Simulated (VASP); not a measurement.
Si3Sn:

```xyz
4
Lattice="3.9839 0.0000 0.0000 0.0000 3.9839 0.0000 0.0000 0.0000 5.6722" Properties=species:S:1:pos:R:3 pbc="T T T"
Si    1.9920    0.0000    4.3971
Si    1.9920    1.9920    0.0000
Si    0.0000    1.9920    1.2751
Sn    0.0000    0.0000    2.8361
```

This cell differs from its parent crystal: strain -1.3%.

Base run:

| Item | Value |
| --- | --- |
| Program | VASP 6.6.1 |
| Functional | PBE |
| Potentials or basis | VASP PAW PBE potentials, release 64 (Si, Sn_d) |
| Cutoff | 500 eV |
| k mesh | 6 × 6 × 4 |
| Occupations | fermi-dirac, width 0.02 eV |
| Spin | no spin polarisation |

Its results: band gap on the k mesh 0.14 eV, indirect (least direct gap 0.46 eV); pressure 4.7 GPa; largest force 0.088 eV/Å.

**Question.** The run is repeated on the same cell with these changes: functional from PBE to HSE06; cutoff from 500 eV to 400 eV; k mesh from 6 × 6 × 4 to 4 × 4 × 4. What comes out?

**Answer.** Band gap on the k mesh 0.67 eV, indirect (least direct gap 0.99 eV); pressure 3.0 GPa; largest force 0.003 eV/Å.

Several settings changed at once, so the effect can't be laid on one alone.

Caveats: spin-orbit coupling is left out, which moves the levels of the heavy elements; the PAW data sets were made with another functional, which shifts forces and pressure a little (some runs).

A k mesh can miss the band edges.
